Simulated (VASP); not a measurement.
A run of VASP 6.6.1 is set up as follows.

Contents of INCAR:

```
SYSTEM = KBr
PREC = Accurate ; ENCUT = 520
EDIFF = 1E-6 ; ISMEAR = 0
SIGMA = 0.01 ; LREAL = .False.
LASPH = .True. ; NELM = 100
ALGO = Normal ; ISIF = 2
LWAVE = .False. ; LCHARG = .True.
GGA = PE ; LELF = .True.
LVHAR = .True. ; NBANDS = 15
```

KPOINTS

```
regular mesh
0
Gamma
  4 4 4
  0 0 0
```

File POSCAR:

```
KBr
1.0
    0.0000000000      3.6145333083      3.6145333083
    3.6145333083      0.0000000000      3.6145333083
    3.6145333083      3.6145333083      0.0000000000
K Br
1 1
Direct
    0.0000000000      0.0000000000      0.0000000000
    0.2500000000      0.2500000000      0.2500000000
```

Potentials or basis: VASP PAW PBE potentials, release 64 (K_sv, Br).

Launch:

```sh
$ cat potpaw_PBE.64/K_sv/POTCAR potpaw_PBE.64/Br/POTCAR > POTCAR
$ mpirun -np 1 vasp_std > vasp.out
```

(1) Predict the band gap on the k mesh.

(2) Estimate the pressure.

## Answers

(1) 4.39 eV (least direct gap 4.41 eV).

(2) 1.0 GPa.

Caveat: the cell differs from its parent crystal (strain -2.0%).
